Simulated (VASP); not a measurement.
A run of VASP 6.6.1 is set up as follows.

Contents of INCAR:

```
SYSTEM = Zn7S8
  PREC = Accurate
  ENCUT = 520
  EDIFF = 1E-7
  ISMEAR = 0
  SIGMA = 0.01
  LREAL = Auto
  LASPH = .TRUE.
  NELM = 150
  ALGO = Normal
  ISIF = 2
  LWAVE = .FALSE.
  LCHARG = .TRUE.
  ISPIN = 2
  MAGMOM = 0 0 0 0 0 0 0 0.5 0.5 0 0.5 0 0.5 0 0
  LORBIT = 11
  GGA = PE
  LELF = .TRUE.
  LVHAR = .TRUE.
  NBANDS = 83
```

The input KPOINTS:

```
Automatic mesh
0
G
  2 2 2
  0 0 0
```

Contents of POSCAR:

```
Zn7S8
1.0
    0.0000000000      5.4423087610     -5.4423087610
    5.4423087610      5.4423087610      0.0000000000
    5.4423087610      0.0000000000     -5.4423087610
Zn S
7 8
Direct
    0.0030044070     -0.0036777240      0.0018473997
    0.4954524313      0.5039294873      0.0051355458
    0.4987720639     -0.0037268230      0.0018601117
    0.0031117672      0.5006376381      0.4975396236
    0.0064245791     -0.0070612371      0.4942505813
    0.4987695372      0.5005835840      0.4975799578
    0.5009116078     -0.0015544606      0.4997277151
    0.1278585523      0.1217157910      0.1225110046
    0.1237045361      0.6254265904      0.1266616183
    0.6253055851      0.1257363368      0.1235916174
    0.6242115897      0.6253748398      0.1266799765
    0.1248161335      0.1229000530      0.6241233293
    0.1278873260      0.6212127503      0.6230675097
    0.6281785989      0.1228594694      0.6241418957
    0.6253709926      0.6223254572      0.6269713201
```

Potentials or basis: VASP PAW PBE potentials, release 64 (Zn, S).

Command:

```sh
$ cat potpaw_PBE.64/Zn/POTCAR potpaw_PBE.64/S/POTCAR > POTCAR
$ mpirun -np 1 vasp_std > vasp.out
```

Question: What does it give for the pressure?

Answer: -0.9 GPa.

Question: What does it give for the net moment?

Answer: 1.25 μB per cell.

Question: Predict the site moments.

Answer: Zn +0.01, -0.00 (each value once); S +0.20, -0.00 (each value once) μB.

Question: Estimate the largest force.

Answer: 0.021 eV/Å.

Stress tensor (GPa, compression positive):
```
-0.99  0.00  0.00
 0.00 -0.89  0.00
 0.00  0.00 -0.89
```

Caveat: the k points lie up to 0.50 Å⁻¹ apart; the cell differs from its parent crystal (atoms taken out, then relaxed in part); a moment this small can come from the mesh or the smearing.
